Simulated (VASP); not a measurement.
# Ge: single point with PBE

Slab: Ge, a slab with vacuum.

```
CELL_PARAMETERS angstrom
4.04383 0.00000 0.00000
-2.02191 3.50206 0.00000
0.00000 0.00000 24.79264
ATOMIC_POSITIONS crystal
Ge 0.33333 0.66667 0.35935
Ge 0.66667 0.33333 0.38669
```

| Property | Result |
| --- | --- |
| Program | VASP 6.6.1 |
| Task | single point |
| Functional | PBE |
| Potentials or basis | VASP PAW PBE potentials, release 64 (Ge_d) |
| Cutoff | 520 eV |
| k mesh | 12 × 12 × 1 |
| Occupations | gaussian, width 0.1 eV |
| Spin | no spin polarisation |
| Dipole correction | yes |
| Further INCAR settings | ALGO = Normal; EDIFF = 1e-07; NBANDS = 21 |

```json
{
  "Band gap on the k mesh": "zero (filled and empty bands touch)"
}
```

Forces in eV/Å, atoms in the order of the input:
```
Ge   0.000  0.000 -0.003
Ge   0.000  0.000  0.003
```

Levels at points of the mesh, in eV from the Fermi level:
```
           k point  band 12  band 13  band 14  band 15  band 16  band 17
(0.00, 0.00, 0.00)    -3.51    -0.49    -0.49     0.45     2.32     3.85
(0.50, 0.00, 0.00)    -7.41    -2.01    -1.16     0.69     1.61     5.46
```

It took 3.2 min on 1 thread of Intel(R) Xeon(R) Platinum 8375C CPU @ 2.90GHz (Ice Lake), on a shared host, peak memory 0.47 GiB.
